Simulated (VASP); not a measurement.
Set up this calculation in VASP 6.6.1, as the native input.

| Property | Result |
| --- | --- |
| Task | relaxation of cell and atoms |
| Functional | LDA |
| Potentials or basis | VASP PAW LDA potentials, release 64 (Hf_pv, N) |
| Cutoff | 600 eV |
| k mesh | 9 × 9 × 9 |
| Occupations | fermi-dirac, width 0.05 eV |
| Spin | no spin polarisation |
| Dipole correction | no |
| Further INCAR settings | ALGO = Normal; EDIFF = 1e-07; IBRION = 2; EDIFFG = -0.01; NSW = 60; ISIF = 3 |

The structure of HfN lies in POSCAR:

```
HfN
1.0
    0.0000000000      2.4548220000      2.4548220000
    2.4548220000      0.0000000000      2.4548220000
    2.4548220000      2.4548220000      0.0000000000
Hf N
1 1
Direct
    0.0000000000      0.0000000000      0.0000000000
    0.2500000000      0.2500000000      0.2500000000
```

These files were run (other wordings do the same):

INCAR

```
ALGO = Normal ; EDIFF = 1E-7
EDIFFG = -0.01 ; ENCUT = 600
GGA = CA ; IBRION = 2
ISIF = 3 ; ISMEAR = -1
LASPH = T ; LCHARG = F
LREAL = F ; LWAVE = F
NELM = 100 ; NSW = 60
PREC = Accurate ; SIGMA = 0.05
```

KPOINTS

```
k-points
0
Gamma
  9 9 9
```

Potentials or basis: VASP PAW LDA potentials, release 64 (Hf_pv, N).

The run is started by

```console
$ cat potpaw_LDA.64/Hf_pv/POTCAR potpaw_LDA.64/N/POTCAR > POTCAR
$ mpirun -np 1 vasp_std > vasp.out
```

It gave:

The relaxed volume is 14.06 Å³/atom and the relaxed cell is a = 3.413 Å, b = 3.413 Å, c = 3.413 Å, α = 60.00°, β = 60.00°, γ = 60.00°. The space group after relaxing (to 0.05 Å) is F-43m (No. 216), the energy gained by relaxing is 24.2 meV/atom and the ionic steps are 4. The pressure after relaxing is 0.0 GPa.

It took 30 s on 1 thread of AMD EPYC 7R13 Processor (Zen 3), on a shared host, peak memory 0.13 GiB.
